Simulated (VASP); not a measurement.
The system is Mg.

```
Mg
1.0
    -1.80000    1.80000    1.80000
     1.80000   -1.80000    1.80000
     1.80000    1.80000   -1.80000
Mg
1
Direct
  0.00000 0.00000 0.00000
```

This isn't the form of Mg at room conditions, which is hcp.

```yaml
Program: VASP 6.6.1
Task: relaxation of cell and atoms
Functional: PBEsol
Potentials_or_basis: VASP PAW PBE potentials, release 64 (Mg)
Cutoff: 600 eV
k_mesh: 10 × 10 × 10
Occupations: fermi-dirac, width 0.1 eV
Spin: no spin polarisation
```

At the start: pressure -1.2 GPa; volume 23.33 Å³/atom.

Q: Where does the relaxation end?

A: Over 3 steps the energy falls by 3.1 meV/atom and the volume is 22.54 Å³/atom (-3.4 %); space group Im-3m (No. 229, to 0.1 Å) before and after.

The path:
```
step  energy change (eV)  largest force (eV/Å)  pressure (GPa)  volume (Å³)
   1              0.0000                0.0000           -1.20        23.33
   2             -0.0028                0.0000           -0.34        22.74
   3             -0.0031                0.0000           -0.01        22.54
```

Final structure:
```cif
data_structure
_symmetry_space_group_name_H-M 'P 1'
_symmetry_Int_Tables_number 1
_cell_length_a 3.0820
_cell_length_b 3.0820
_cell_length_c 3.0820
_cell_angle_alpha 109.471
_cell_angle_beta 109.471
_cell_angle_gamma 109.471
_cell_volume 22.54
loop_
_atom_site_label
_atom_site_type_symbol
_atom_site_fract_x
_atom_site_fract_y
_atom_site_fract_z
_atom_site_occupancy
Mg1 Mg 0.00000 0.00000 0.00000 1
```

Caveat: the PAW data sets were made with another functional, which shifts forces and pressure a little.
